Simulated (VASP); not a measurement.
# AlN (Cm) in VASP: further runs

AlN is run at these levels: PBE; tasks: single point.

Program: VASP 6.6.1. These are calculated values, not measurements. Logs are shortened: lines on timing, memory, paths and dates and some standing lists are left out, and cuts for length are marked.

**1. The cell of the first run**

Symmetry: Cm, No. 8, monoclinic system. Conventional cell: a = 6.226 Å, b = 6.226 Å, c = 4.403 Å, α = 90.00°, β = 90.00°, γ = 90.00°. Within 2.3 Å of Al (site symmetry m) lie 3 N at 1.74 to 1.96 Å. Within 2.5 Å of Al (site symmetry 1) lie 4 N at 1.91 Å and 1 Al at 2.40 Å. Al (site symmetry m) has 4 N at 1.91 Å and 1 Al at 2.56 Å within 2.6 Å. N (site symmetry m) has 4 Al at 1.91 to 1.96 Å within 2.5 Å. Within 2.3 Å of N (site symmetry 1) lie 4 Al at 1.74 to 1.91 Å. Within 2.5 Å of N (site symmetry m) lie 3 Al at 1.91 Å.

**2. Single point, PBE (atom 1 (Al) moved by -0.630 Å along [1 1 0] and -0.630 Å along [0 0 1])**

The input, INCAR:

```
PREC     = Accurate       # precision mode
ENCUT    = 520            # plane-wave cutoff, eV
EDIFF    = 1E-6           # SCF threshold, eV
ISMEAR   = 0              # smearing method
SIGMA    = 0.05           # smearing width, eV
LREAL    = False          # projectors in reciprocal space
LASPH    = True           # aspherical terms in the spheres
NELM     = 60             # most SCF steps
ALGO     = Normal         # electronic algorithm
ISIF     = 2              # what is computed and relaxed
LWAVE    = False          # write WAVECAR
LCHARG   = False          # write CHGCAR
GGA      = PE             # functional
NBANDS   = 26             # bands
```

The input, KPOINTS:

```
Automatic mesh
0
Gamma
  6 6 6
```

The input, POSCAR:

```
AlN
1.0
    4.4025164325      0.0000000000      0.0000000000
    0.0000000000     -4.4025164325      0.0000000000
    0.0000000000      0.0000000000     -4.4025164325
Al N
4 4
Direct
   -0.1011869641      0.1430999769     -0.1011869641
    0.5000000000      0.5000000000      0.0000000000
    0.5000000000      0.0000000000      0.5000000000
    0.0000000000      0.5000000000      0.5000000000
    0.7500000000      0.7500000000      0.7500000000
    0.2500000000      0.2500000000      0.7500000000
    0.2500000000      0.7500000000      0.2500000000
    0.7500000000      0.2500000000      0.2500000000
```

Potentials or basis: VASP PAW PBE potentials, release 64 (Al, N).

On the command line:

```console
> cat potpaw_PBE.64/Al/POTCAR potpaw_PBE.64/N/POTCAR > POTCAR
> mpirun -np 1 vasp_std > vasp.out
```

OUTCAR:

```text
PREC = Accurate
   ENCUT = 520
   EDIFF = 1E-6
   ISMEAR = 0
   LREAL = False
   LASPH = True
   NELM = 60
   ISIF = 2
   GGA = PE

 ion  position               nearest neighbor table
   1  0.899  0.143  0.899-   6 1.74   8 1.74   5 1.96   4 2.40   2 2.40   3 2.56   4 3.11   2 3.11
                             3 3.24   3 3.24   2 3.36   4 3.36
   2  0.500  0.500  0.000-   5 1.91   6 1.91   7 1.91   8 1.91   1 2.40   1 3.11   4 3.11   3 3.11
                             4 3.11   3 3.11   3 3.11   3 3.11   4 3.11   4 3.11   1 3.36
   3  0.500  0.000  0.500-   5 1.91   6 1.91   7 1.91   8 1.91   1 2.56   2 3.11   4 3.11   2 3.11
                             2 3.11   4 3.11   2 3.11   4 3.11   4 3.11   1 3.24   1 3.24
   4  0.000  0.500  0.500-   5 1.91   6 1.91   7 1.91   8 1.91   1 2.40   1 3.11   3 3.11   2 3.11
                             2 3.11   3 3.11   2 3.11   3 3.11   2 3.11   3 3.11   1 3.36
   5  0.750  0.750  0.750-   2 1.91   3 1.91   4 1.91   1 1.96
   6  0.250  0.250  0.750-   1 1.74   2 1.91   3 1.91   4 1.91
   7  0.250  0.750  0.250-   2 1.91   3 1.91   4 1.91
   8  0.750  0.250  0.250-   1 1.74   2 1.91   3 1.91   4 1.91

  LATTYP: Found a simple cubic cell.
 ALAT       =     4.4025164325

  Lattice vectors:

 A1 = (   4.4025164325,   0.0000000000,   0.0000000000)
 A2 = (   0.0000000000,  -4.4025164325,   0.0000000000)
 A3 = (   0.0000000000,   0.0000000000,  -4.4025164325)

Analysis of symmetry for initial positions (statically):
=====================================================================
 Subroutine PRICEL returns:
 Original cell was already a primitive cell.

 Routine SETGRP: Setting up the symmetry group for a
 simple cubic supercell.

 Subroutine GETGRP returns: Found  2 space group operations
 (whereof  2 operations were pure point group operations)
 out of a pool of 48 trial point group operations.

The static configuration has the point symmetry C_1h.

Analysis of symmetry for dynamics (positions and initial velocities):
=====================================================================
 Subroutine PRICEL returns:
 Original cell was already a primitive cell.

 Routine SETGRP: Setting up the symmetry group for a
 simple cubic supercell.

 Subroutine GETGRP returns: Found  2 space group operations
 (whereof  2 operations were pure point group operations)
 out of a pool of 48 trial point group operations.

The dynamic configuration has the point symmetry C_1h.

 Subroutine INISYM returns: Found  2 space group operations
 (whereof  2 operations are pure point group operations),
 and found     1 'primitive' translations

----------------------------------------------------------------------------------------

                                     Primitive cell

  volume of cell :      85.3302

  direct lattice vectors                    reciprocal lattice vectors
     4.402516432  0.000000000  0.000000000     0.227142821  0.000000000  0.000000000
     0.000000000 -4.402516432  0.000000000     0.000000000 -0.227142821  0.000000000
     0.000000000  0.000000000 -4.402516432     0.000000000  0.000000000 -0.227142821

  length of vectors
     4.402516432  4.402516432  4.402516432     0.227142821  0.227142821  0.227142821

  position of ions in fractional coordinates (direct lattice)
     0.898813036  0.143099977  0.898813036
     0.500000000  0.500000000  0.000000000
     0.500000000  0.000000000  0.500000000
     0.000000000  0.500000000  0.500000000
     0.750000000  0.750000000  0.750000000
     0.250000000  0.250000000  0.750000000
     0.250000000  0.750000000  0.250000000
     0.750000000  0.250000000  0.250000000

  ion indices of the primitive-cell ions
   primitive index   ion index
                 1           1
                 2           2
                 3           3
                 4           4
                 5           5
                 6           6
                 7           7
                 8           8

----------------------------------------------------------------------------------------

 KPOINTS: Automatic mesh

Automatic generation of k-mesh.
 Grid dimensions read from file:
 generate k-points for:    6    6    6

 Generating k-lattice:

  Cartesian coordinates                     Fractional coordinates (reciprocal lattice)
     0.037857137  0.000000000  0.000000000     0.166666667  0.000000000  0.000000000
     0.000000000 -0.037857137  0.000000000     0.000000000  0.166666667  0.000000000
     0.000000000  0.000000000 -0.037857137     0.000000000  0.000000000  0.166666667

  Length of vectors
     0.037857137  0.037857137  0.037857137

  Shift w.r.t. Gamma in fractional coordinates (k-lattice)
     0.000000000  0.000000000  0.000000000

 Subroutine IBZKPT returns following result:
 ===========================================

 Found     68 irreducible k-points:

 Following reciprocal coordinates:
            Coordinates               Weight
  0.000000  0.000000  0.000000      1.000000
  0.166667  0.000000  0.000000      4.000000
  0.000000  0.166667  0.000000      2.000000
  0.333333  0.000000  0.000000      4.000000
  0.000000  0.333333  0.000000      2.000000
  0.500000  0.000000  0.000000      2.000000
[... 16 lines left out ...]
 -0.333333  0.333333  0.000000      4.000000
 -0.333333  0.000000  0.333333      2.000000
 [... further k-points ...]
   k-points           NKPTS =     68   k-points in BZ     NKDIM =     68   number of bands    NBANDS=     26
   number of dos      NEDOS =    301   number of ions     NIONS =      8
   total plane-waves  NPLWV =  46656
   dimension x,y,z NGX =    36 NGY =   36 NGZ =   36
   dimension x,y,z NGXF=    72 NGYF=   72 NGZF=   72
   ions per type =               4   4
   NGX,Y,Z   is equivalent  to a cutoff of  13.59, 13.59, 13.59 a.u.
   NGXF,Y,Z  is equivalent  to a cutoff of  27.19, 27.19, 27.19 a.u.
 SYSTEM =  unknown system
   PREC   = accura    normal or accurate (medium, high low for compatibility)
   ISTART =      0    job   : 0-new  1-cont  2-samecut
   ICHARG =      2    charge: 1-file 2-atom 10-const
   ISPIN  =      1    spin polarized calculation?
   LNONCOLLINEAR =      F non collinear calculations
   LSORBIT =      F    spin-orbit coupling
   LASPH  =      T    aspherical Exc in radial PAW
   ENCUT  =  520.0 eV  38.22 Ry    6.18 a.u.   8.19  8.19  8.19*2*pi/ulx,y,z
   NELM   =     60;   NELMIN=  2; NELMDL= -5     # of ELM steps
   EDIFF  = 0.1E-05   stopping-criterion for ELM
   LREAL  =      F    real-space projection
   EDIFFG = 0.1E-04   stopping-criterion for IOM
   NSW    =      0    number of steps for IOM
   IBRION =     -1    ionic relax: 0-MD 1-quasi-New 2-CG
   NFREE  =      0    steps in history (QN), initial steepest desc. (CG)
   ISIF   =      2    stress and relaxation
   ISYM   =      2    0-nonsym 1-usesym 2-fastsym
   POTIM  = 0.5000    time-step for ionic-motion
   TEBEG  =    0.0;   TEEND  =   0.0 temperature during run
   PSTRESS=    0.0 pullay stress
   NELECT =      32.0000    total number of electrons
   NUPDOWN=      -1.0000    fix difference up-down
   EMIN   =  10.00;   EMAX   =-10.00  energy-range for DOS
   EFERMI =   0.00;   METHOD = LEGACY
   ISMEAR =     0;   SIGMA  =   0.05  broadening in eV -4-tet -1-fermi 0-gaus
   EFERMI_NEDOS =   21; number of points for ismear=-14 and -15
   IALGO  =     38    algorithm
   IMIX   =      4    mixing-type and parameters
     AMIX     =   0.40;   BMIX     =  1.00
     AMIX_MAG =   1.60;   BMIX_MAG =  1.00
  volume/ion in A,a.u.               =      10.67        71.98
  Fermi-wavevector in a.u.,A,eV,Ry     =   1.180567  2.230947 18.962951  1.393738
  Thomas-Fermi vector in A             =   2.316857
   LORBIT       =      0    0 simple, 1 ext, 2 COOP (PROOUT), +10 PAW based schemes
   GGA     = PE    functional components
   LHFCALC =     F    Hartree Fock is set to
   AEXX    =    0.0000 exact exchange contribution
   IVDW    =     0    specifies the selected vdW correction
   LEPSILON=     F    determine dielectric tensor
   LRPA    =     F    only Hartree local field effects (RPA)
 non-spin polarized calculation
 Gauss-broadening in eV      SIGMA  =   0.05
  energy-cutoff  :      520.00
  volume of cell :       85.33
 maximum number of plane-waves:      2325
 NGX is ok and might be reduce to    36
   NGX = 17   NGY = 17   NGZ = 17

 number of electron      31.9999997 magnetization

 Free energy of the ion-electron system (eV)
  ---------------------------------------------------
  ext. energy  EPLUGINS =         0.00000000
  ---------------------------------------------------
  free energy    TOTEN  =       -55.17652375 eV

  energy without entropy =      -55.17377683  energy(sigma->0) =      -55.17515029

 E-fermi :   6.8651     XC(G=0): -10.8233

 val. band max:        6.8616420855   @ k =  -0.1667   0.0000   0.1667
 cond. band min:       6.8692146528   @ k =  -0.3333   0.3333   0.3333
 fundamental gap:      0.0075725673
 Fermi energy:         6.8650988124

 k-point     1 :       0.0000    0.0000    0.0000
  band No.  band energies     occupation
      1      -9.5944      2.00000
      2      -7.3908      2.00000
      3      -6.9968      2.00000
      4      -5.4700      2.00000
      5       0.1298      2.00000
      6       0.1631      2.00000
[... 18 lines left out ...]
     25      17.4084      0.00000
     26      18.3514      0.00000

 k-point     2 :       0.1667    0.0000    0.0000
  band No.  band energies     occupation
      1      -9.4712      2.00000
      2      -7.5207      2.00000
      3      -7.0182      2.00000
      4      -5.5243      2.00000
      5       0.2640      2.00000
      6       0.3280      2.00000
[... 18 lines left out ...]
     25      17.2988      0.00000
     26      17.8340      0.00000

 k-point     3 :       0.0000    0.1667    0.0000
  band No.  band energies     occupation
      1      -9.4841      2.00000
      2      -7.3817      2.00000
      3      -7.1589      2.00000
      4      -5.5064      2.00000
      5       0.2783      2.00000
      6       0.2996      2.00000
[... 18 lines left out ...]
     25      17.1629      0.00000
     26      17.9757      0.00000

 k-point     4 :       0.3333    0.0000    0.0000
  band No.  band energies     occupation
      1      -9.1271      2.00000
      2      -7.9274      2.00000
      3      -7.0305      2.00000
      4      -5.5970      2.00000
      5       0.6014      2.00000
      6       0.6878      2.00000
[... 18 lines left out ...]
     25      16.8561      0.00000
     26      17.1666      0.00000
[... 496 lines left out ...]
      1      -8.7105      2.00000
      2      -7.9746      2.00000
      3      -7.3402      2.00000
      4      -5.7447      2.00000
      5      -0.3068      2.00000
      6       1.3102      2.00000
[... 18 lines left out ...]
     25      16.3906      0.00000
     26      17.0478      0.00000

 k-point    23 :      -0.3333    0.3333    0.0000
  band No.  band energies     occupation
      1      -8.7755      2.00000
      2      -7.8338      2.00000
      3      -7.4228      2.00000
      4      -5.7202      2.00000
      5      -0.2278      2.00000
      6       1.1341      2.00000
[... 18 lines left out ...]
     25      16.1826      0.00000
     26      16.9477      0.00000

 k-point    24 :      -0.3333    0.0000    0.3333
  band No.  band energies     occupation
      1      -8.7193      2.00000
      2      -7.9462      2.00000
      3      -7.3552      2.00000
      4      -5.7531      2.00000
      5      -0.3828      2.00000
      6       1.2968      2.00000
[... 18 lines left out ...]
     25      16.5206      0.00000
     26      16.7694      0.00000

 [... further k-points ...]

------------------------ aborting loop because EDIFF is reached ----------------------------------------

  FORCE on cell =-STRESS in cart. coord.  units (eV):
  Direction    XX          YY          ZZ          XY          YZ          ZX
  --------------------------------------------------------------------------------------
  -------------------------------------------------------------------------------------
  Total        6.3539829      1.3819163      6.3539829      1.0786068     -1.0786067      1.8891664
  in kB      119.3036319     25.9471321    119.3036319     20.2521331    -20.2521319     35.4713600
  external PRESSURE =      88.1847986 kB  Pullay stress =       0.0000000 kB

 VOLUME and BASIS-vectors are now :
 -----------------------------------------------------------------------------
  energy-cutoff  :      520.00
  volume of cell :       85.33
      direct lattice vectors                 reciprocal lattice vectors
     4.402516432  0.000000000  0.000000000     0.227142821  0.000000000  0.000000000
     0.000000000 -4.402516432  0.000000000     0.000000000 -0.227142821  0.000000000
     0.000000000  0.000000000 -4.402516432     0.000000000  0.000000000 -0.227142821

 POSITION                                       TOTAL-FORCE (eV/Angst)
 -----------------------------------------------------------------------------------
      3.95704     -0.63000     -3.95704         2.505821      6.471076     -2.505821
      2.20126     -2.20126      0.00000        -2.803278     -3.086396     -1.521777
      2.20126      0.00000     -2.20126        -2.063267      1.670220      2.063267
      0.00000     -2.20126     -2.20126         1.521777     -3.086396      2.803278
      3.30189     -3.30189     -3.30189        -0.132680     -0.558881      0.132680
      1.10063     -1.10063     -3.30189         1.416788     -1.027428      1.040295
      1.10063     -3.30189     -1.10063         0.595135      0.645235     -0.595135
      3.30189     -1.10063     -1.10063        -1.040295     -1.027428     -1.416788
 -----------------------------------------------------------------------------------
    total drift:                                0.000255      0.000179     -0.000255

  FREE ENERGIE OF THE ION-ELECTRON SYSTEM (eV)
  ---------------------------------------------------
  free  energy   TOTEN  =       -55.1765237486 eV

  energy  without entropy=      -55.1737768298  energy(sigma->0) =      -55.17515029
```

Wall time 99 s (1 thread of Intel Xeon Platinum 8488C (Sapphire Rapids), shared host); peak memory 0.26 GiB.

Results:

```
Free energy            : -55.1765 eV
Pressure               : 8.8 GPa
Largest force          : 7.378 eV/Å
Band gap on the k mesh : zero (bands 16 and 17 overlap by 0.35 eV)
```

Forces in eV/Å, atoms in the order of the input:
```
Al   2.506  6.471 -2.506
Al  -2.803 -3.086 -1.522
Al  -2.063  1.670  2.063
Al   1.522 -3.086  2.803
N   -0.133 -0.559  0.133
N    1.417 -1.027  1.040
N    0.595  0.645 -0.595
N   -1.040 -1.027 -1.417
```

Caveat: the cell differs from its parent crystal (atom 1 (Al) moved by -0.630 Å along [1 1 0] and -0.630 Å along [0 0 1]); the stress differs along the axes, from 3 to 12 GPa; semilocal functionals underestimate gaps, and a narrow one can read as zero; forces of over 1 eV/Å act on the atoms, so gaps and moduli don't describe the material at rest.

**3. Single point, PBE (atom 1 (Al) moved by -0.378 Å along [1 1 0] and -0.630 Å along [0 0 1])**

The input, INCAR:

```
PREC = Accurate
ENCUT = 520
EDIFF = 1E-6
ISMEAR = 0
SIGMA = 0.05
LREAL = False
LASPH = True
NELM = 80
ALGO = Normal
ISIF = 2
LWAVE = False
LCHARG = False
GGA = PE
NBANDS = 26
```

KPOINTS is that of step 2.

POSCAR: that of step 2 with these lines changed.

```diff
@@ -8,3 +8,3 @@
 Direct
-   -0.1011869641      0.1430999769     -0.1011869641
+   -0.0607121785      0.1430999769     -0.0607121785
     0.5000000000      0.5000000000      0.0000000000
```

Potentials or basis: VASP PAW PBE potentials, release 64 (Al, N).

On the command line:

```console
> cat potpaw_PBE.64/Al/POTCAR potpaw_PBE.64/N/POTCAR > POTCAR
> mpirun -np 1 vasp_std > vasp.out
```

Run time: 98 s. Hardware: 1 thread of Intel Xeon Platinum 8488C (Sapphire Rapids), shared host; peak memory 0.26 GiB.

It converged, with:

- Free energy: -55.7742 eV
- Pressure: 9.6 GPa
- Largest force: 8.066 eV/Å
- Band gap on the k mesh: zero (bands 16 and 17 overlap by 0.15 eV)

Forces on the atoms (eV/Å):
```
Al   0.990  7.943 -0.990
Al  -1.954 -2.892 -1.094
Al  -1.264  1.728  1.264
Al   1.094 -2.892  1.954
N    0.081 -0.776 -0.081
N    2.872 -1.704  2.111
N    0.291  0.297 -0.291
N   -2.111 -1.704 -2.872
```

Stress tensor (GPa, compression positive):
```
15.60  1.70  9.06
 1.70 -2.35 -1.70
 9.06 -1.70 15.60
```

Levels at points of the mesh, in eV from the Fermi level:
| k point | band 14 | band 15 | band 16 | band 17 | band 18 | band 19 |
| --- | --- | --- | --- | --- | --- | --- |
| (0.00, 0.00, 0.00) | -0.95 | -0.92 | -0.64 | 0.01 | 2.44 | 3.46 |
| (0.50, 0.00, 0.00) | -2.23 | -1.58 | -0.83 | 1.84 | 4.73 | 5.80 |
| (0.00, 0.50, 0.00) | -2.78 | -1.31 | -0.58 | 2.34 | 5.01 | 5.63 |
| (0.50, 0.50, 0.00) | -1.56 | -1.32 | -0.54 | 3.72 | 6.06 | 6.49 |
| (0.50, 0.00, 0.50) | -2.32 | -0.97 | -0.18 | 3.46 | 6.14 | 6.58 |
| (0.50, 0.50, 0.50) | -1.00 | -0.84 | 0.13 | 4.40 | 5.03 | 5.41 |

Caveat: the cell differs from its parent crystal (atom 1 (Al) moved by -0.378 Å along [1 1 0] and -0.630 Å along [0 0 1]); the stress differs along the axes, from -2 to 16 GPa; semilocal functionals underestimate gaps, and a narrow one can read as zero; forces of over 1 eV/Å act on the atoms, so gaps and moduli don't describe the material at rest.

The gap in the log of VASP goes by the Fermi energy; the results here count the filled bands.